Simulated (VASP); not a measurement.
Set up this calculation in VASP 6.6.1, as the native input.

| Quantity | Value |
| --- | --- |
| Task | single point |
| Functional | PBE |
| Dispersion | D3(BJ) |
| Potentials or basis | VASP PAW PBE potentials, release 64 (Sn_d, O, Au) |
| Cutoff | 520 eV |
| k mesh | 7 × 7 × 1 |
| Occupations | gaussian, width 0.05 eV |
| Spin | collinear spin |
| Starting moments | [0.0, 0.0, 0.0, 0.0, 1.0] μB |
| Dipole correction | yes |
| Further INCAR settings | ALGO = Normal; EDIFF = 1e-06; NBANDS = 38 |

The structure of Sn2AuO2 lies in POSCAR:

```
Sn2AuO2
1.0
    3.8201707215      0.0000000000      0.0000000000
    0.0000000000      3.8201707215      0.0000000000
    0.0000000000      0.0000000000     19.3630363687
Sn O Au
2 2 1
Direct
    0.5000000000      0.0000000000      0.2065791709
    0.0000000000      0.5000000000      0.3286176944
    0.0000000000      0.0000000000      0.2675984327
    0.5000000000      0.5000000000      0.2675984327
    0.0000000000      0.8750000000      0.4835520726
```

These files were run (other wordings do the same):

INCAR

```
SYSTEM = Sn2AuO2
PREC = Accurate
ENCUT = 520
EDIFF = 1E-6
ISMEAR = 0
SIGMA = 0.05
LREAL = .FALSE.
LASPH = .TRUE.
NELM = 150
ALGO = Normal
ISIF = 2
LWAVE = .FALSE.
LCHARG = .TRUE.
ISPIN = 2
MAGMOM = 0 0 0 0 1
LORBIT = 11
LMAXMIX = 4
LDIPOL = .TRUE.
IDIPOL = 3
DIPOL = 0.5 0.5 0.311
GGA = PE
IVDW = 12
LELF = .TRUE.
LVHAR = .TRUE.
LVACPOTAV = .TRUE.
NBANDS = 38
```

KPOINTS

```
Automatic mesh
0
G
  7 7 1
  0 0 0
```

Potentials or basis: VASP PAW PBE potentials, release 64 (Sn_d, O, Au).

Launch:

```sh
$ cat potpaw_PBE.64/Sn_d/POTCAR potpaw_PBE.64/O/POTCAR potpaw_PBE.64/Au/POTCAR > POTCAR
$ mpirun -np 1 vasp_std > vasp.out
```

It gave:

The largest force is 0.649 eV/Å and the net moment is 0.00 μB per cell. The valence electrons inside the program's atomic spheres are Sn 12.10, 12.05; O 5.00; Au 9.46. The dispersion energy per atom is -0.167 eV.

Run time: 17 min on 1 thread of Intel Xeon 8259CL, with other jobs on the host, peak memory 0.6 GiB.
